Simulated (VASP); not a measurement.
A run of VASP 6.6.1 is set up as follows.

Contents of INCAR:

```
PREC = Accurate
ENCUT = 600
EDIFF = 1E-6
ISMEAR = 0
SIGMA = 0.01
LREAL = F
LASPH = T
NELM = 120
ALGO = Normal
ISIF = 2
LWAVE = F
LCHARG = F
GGA = PE
NBANDS = 15
GGA_COMPAT = F
```

The input KPOINTS:

```
regular mesh
0
Gamma
  4 4 4
```

The input POSCAR:

```
KF
1.0
    0.0000000000      2.6815817200      2.6815817200
    2.6815817200      0.0000000000      2.6815817200
    2.6815817200      2.6815817200      0.0000000000
K F
1 1
Direct
    0.0000000000      0.0000000000      0.0000000000
    0.5000000000      0.5000000000      0.5000000000
```

Potentials or basis: VASP PAW PBE potentials, release 64 (K_sv, F).

The run is started by

```bash
$ cat potpaw_PBE.64/K_sv/POTCAR potpaw_PBE.64/F/POTCAR > POTCAR
$ mpirun -np 1 vasp_std > vasp.out
```

**Question.** Estimate the band gap on the k mesh.

**Answer.** 6.11 eV.

**Question.** Predict the pressure.

**Answer.** 1.0 GPa.

Caveat: the k points lie up to 0.51 Å⁻¹ apart.
